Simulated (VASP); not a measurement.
Set up this calculation in VASP 6.6.1, as the native input.

* Task: single point
* Functional: LDA
* Potentials or basis: VASP PAW LDA potentials, release 64 (Pt)
* Cutoff: 520 eV
* k mesh: 17 × 17 × 17
* Occupations: fermi-dirac, width 0.1 eV
* Spin: no spin polarisation
* Dipole correction: no
* Further INCAR settings: ALGO = Normal; EDIFF = 1e-06; NBANDS = 11

The structure of Pt lies in POSCAR:

```
Pt
1.0
    2.2263714162      0.0000000000      0.0000000000
    0.0000000000      2.2263714162      0.0000000000
    0.0000000000      0.0000000000      2.2263714162
Pt
1
Direct
    0.0000000000      0.0000000000      0.0000000000
```

This cell differs from its parent crystal: volume scaled by 0.65.

One way to write it, as run:

INCAR

```
SYSTEM = Pt
PREC     = Accurate       ! precision mode
ENCUT    = 520            ! plane-wave cutoff, eV
EDIFF    = 1E-6           ! SCF threshold, eV
ISMEAR   = -1             ! smearing method
SIGMA    = 0.1            ! smearing width, eV
LREAL    = .False.        ! projectors in reciprocal space
LASPH    = .True.         ! aspherical terms in the spheres
NELM     = 100            ! most SCF steps
ALGO     = Normal         ! electronic algorithm
ISIF     = 2              ! what is computed and relaxed
LWAVE    = .False.        ! write WAVECAR
LCHARG   = .False.        ! write CHGCAR
NBANDS   = 11             ! bands
```

KPOINTS

```
regular mesh
0
Gamma
  17 17 17
  0 0 0
```

Potentials or basis: VASP PAW LDA potentials, release 64 (Pt).

Run with:

```bash
$ cat potpaw_LDA.64/Pt/POTCAR > POTCAR
$ mpirun -np 1 vasp_std > vasp.out
```

Results of the run:

```json
{
 "Pressure": "299.5 GPa",
 "Band gap on the k mesh": "zero (band 5 reaches 22.98 eV, above the bottom of band 6 at 16.24 eV)"
}
```

Caveat: spin-orbit coupling is left out, which moves the levels of the heavy elements.

Wall time 24 s on 1 thread of Intel Xeon 8259CL, on a shared host, peak memory 0.13 GiB.
